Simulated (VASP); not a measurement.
A run of VASP 6.6.1 is set up as follows.

Contents of INCAR:

```
SYSTEM = TiB2
PREC = Accurate
ENCUT = 520
EDIFF = 1E-6
ISMEAR = 1
SIGMA = 0.1
LREAL = .False.
LASPH = .True.
NELM = 80
ALGO = Normal
ISIF = 2
LWAVE = .False.
LCHARG = .True.
GGA = PS
LELF = .True.
LVHAR = .True.
NBANDS = 16
```

The input KPOINTS:

```
regular mesh
0
Gamma
  11 11 9
  0 0 0
```

POSCAR

```
TiB2
1.0
    3.1458206267      0.0000000000      0.0000000000
   -1.5729103133      2.7243604194      0.0000000000
    0.0000000000      0.0000000000      3.3526895917
Ti B
1 2
Direct
    0.0000000000      0.0000000000      0.0000000000
    0.3333333333      0.6666666667      0.5000000000
    0.6666666667      0.3333333333      0.5000000000
```

Potentials or basis: VASP PAW PBE potentials, release 64 (Ti_sv, B).

The run is started by

```sh
$ cat potpaw_PBE.64/Ti_sv/POTCAR potpaw_PBE.64/B/POTCAR > POTCAR
$ mpirun -np 1 vasp_std > vasp.out
```

What does it give for the pressure?

-27.3 GPa.

Estimate the band gap on the k mesh.

zero (band 9 reaches 8.85 eV, above the bottom of band 10 at 8.48 eV).

Stress tensor (GPa, compression positive):
```
-28.22   0.00   0.00
  0.00 -28.22   0.00
  0.00   0.00 -25.31
```

Caveat: the PAW data sets were made with another functional, which shifts forces and pressure a little.
